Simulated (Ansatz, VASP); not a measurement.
**One calculation of NaH, two programs**

Contents of INCAR:

```
PREC = Accurate ; ENCUT = 520
EDIFF = 1E-6 ; ISMEAR = -1
SIGMA = 0.05 ; LREAL = False
LASPH = True ; NELM = 60
ALGO = Normal ; ISIF = 2
LWAVE = False ; LCHARG = True
GGA = PS ; LELF = True
LVHAR = True ; NBANDS = 11
```

File KPOINTS:

```
Automatic mesh
0
Gamma
  9 9 9
```

Contents of POSCAR:

```
NaH
1.0
    0.0000000000      2.4400000000      2.4400000000
    2.4400000000      0.0000000000      2.4400000000
    2.4400000000      2.4400000000      0.0000000000
Na H
1 1
Direct
    0.0000000000      0.0000000000      0.0000000000
    0.5000000000      0.5000000000      0.5000000000
```

Contents of input.yaml:

```yaml
crystal:
  lattice:
    - [0.0, 2.44, 2.44]
    - [2.44, 0.0, 2.44]
    - [2.44, 2.44, 0.0]
  atoms:
    - { symbol: Na, position: [0.0, 0.0, 0.0] }
    - { symbol: H, position: [0.5, 0.5, 0.5] }
kpoints:
  mp_grid: { grid: [9, 9, 9] }
scf:
  occupations: { method: fermi_dirac, width: 0.05 }
hamiltonian:
  xc: pbesol
  pseudopotentials: { kind: all_electron, lapw: { basis_error: 0.001 } }
output:
  forces: true
  stress: true
  eigenvalues: true
```

Alike in both runs: task single point; functional PBEsol; k mesh 9 × 9 × 9; occupations fermi-dirac, width 0.05 eV; no spin polarisation.

```csv
,VASP,Ansatz
version,VASP 6.6.1,Ansatz 0.2.0
potentials or method,"VASP PAW PBE potentials, release 64 (Na_pv, H), cutoff 520 eV","all-electron LAPW, scalar-relativistic"
```

|  | VASP | Ansatz | Ansatz less VASP |
| --- | --- | --- | --- |
| gap on the k mesh at the Fermi level (eV) | 3.82 | 3.82 | +0.002 |
| least direct gap on the mesh (eV) | 4.55 | 4.55 | +0.002 |
| pressure (GPa) | -1.2 | -1.2 | +0.03 |

VASP's potentials were made for PBE, not for PBEsol. Ansatz ran all-electron here, and VASP with PAW potentials.
